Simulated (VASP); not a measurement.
## SbP (wurtzite type): single point with PBE

Crystal: SbP (wurtzite type).

```
CELL_PARAMETERS angstrom
4.77909 0.00000 0.00000
-2.38954 4.13881 0.00000
0.00000 0.00000 5.86796
ATOMIC_POSITIONS crystal
Sb 0.33333 0.66667 0.96726
Sb 0.66667 0.33333 0.46726
P 0.33333 0.66667 0.40874
P 0.66667 0.33333 0.90874
```

- Program: VASP 6.6.1
- Task: single point
- Functional: PBE
- Potentials or basis: VASP PAW PBE potentials, release 64 (Sb, P)
- Cutoff: 520 eV
- k mesh: 10 × 10 × 6
- Occupations: fermi-dirac, width 0.05 eV
- Spin: no spin polarisation

```yaml
Pressure: 0.0 GPa
Largest_force: 0.019 eV/Å
Band_gap_on_the_k_mesh: zero (band 10 reaches 5.69 eV, above the bottom of band 11 at 5.17 eV)
```

Forces on the atoms (eV/Å):
```
Sb   0.000  0.000 -0.019
Sb   0.000  0.000 -0.019
P    0.000  0.000  0.019
P    0.000  0.000  0.019
```

Stress tensor (GPa, compression positive):
```
-0.03  0.00  0.00
 0.00 -0.03  0.00
 0.00  0.00  0.05
```

Levels at points of the mesh, in eV from the Fermi level:
| k point | band 7 | band 8 | band 9 | band 10 | band 11 | band 12 | band 13 | band 14 |
| --- | --- | --- | --- | --- | --- | --- | --- | --- |
| (0.00, 0.00, 0.00) | -4.14 | -2.37 | -2.14 | -2.14 | -0.24 | -0.24 | 2.16 | 2.16 |
| (0.50, 0.00, 0.00) | -4.02 | -2.81 | -2.69 | -0.51 | 1.78 | 1.97 | 3.63 | 3.71 |
| (0.00, 0.00, 0.50) | -3.34 | -3.34 | -2.17 | -2.17 | 0.72 | 0.72 | 0.72 | 0.72 |
| (0.50, 0.00, 0.50) | -2.70 | -2.70 | -1.28 | -1.28 | 0.64 | 0.64 | 2.87 | 2.87 |

Run time: 36 s on 1 thread of Intel(R) Xeon(R) 6975P-C (Granite Rapids) (shared host), peak memory 0.29 GiB.

Caveat: spin-orbit coupling is left out, which moves the levels of the heavy elements.
